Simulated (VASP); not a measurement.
Input of a VASP 6.6.1 run:

File INCAR:

```
SYSTEM = Rb
  AGGAC = 1.0
  AGGAX = 1.0
  ALDAC = 0.0
  ALDAX = 1.0
  ALGO = Normal
  EDIFF = 1E-7
  ENCUT = 520
  GGA = B5
  ISIF = 2
  ISMEAR = -1
  LASPH = .True.
  LCHARG = .False.
  LREAL = .False.
  LWAVE = .False.
  NBANDS = 26
  NELM = 60
  PREC = Accurate
  SIGMA = 0.1
```

The input KPOINTS:

```
k-points
0
Gamma
  8 8 3
  0 0 0
```

Contents of POSCAR:

```
Rb
1.0
    5.1157017774      0.0000000000      0.0000000000
   -2.5578508887      4.4303276974      0.0000000000
    0.0000000000      0.0000000000     16.8798798221
Rb
4
Direct
    1.0000000000      1.0000000000      0.0000000000
    1.0000000000      0.0000000000      0.5000000000
    0.3333333333      0.6666666667      0.2500000000
    0.6666666667      0.3333333333      0.7500000000
```

Potentials or basis: VASP PAW PBE potentials, release 64 (Rb_sv).

The run is started by

```console
$ cat potpaw_PBE.64/Rb_sv/POTCAR > POTCAR
$ mpirun -np 1 vasp_std > vasp.out
```

(1) Estimate the band gap on the k mesh.

(2) What does it give for the pressure?

## Answers

(1) zero (bands 18 and 19 overlap by 1.85 eV).

(2) 0.0 GPa.

Caveat: the PAW data sets were made with another functional, which shifts forces and pressure a little.
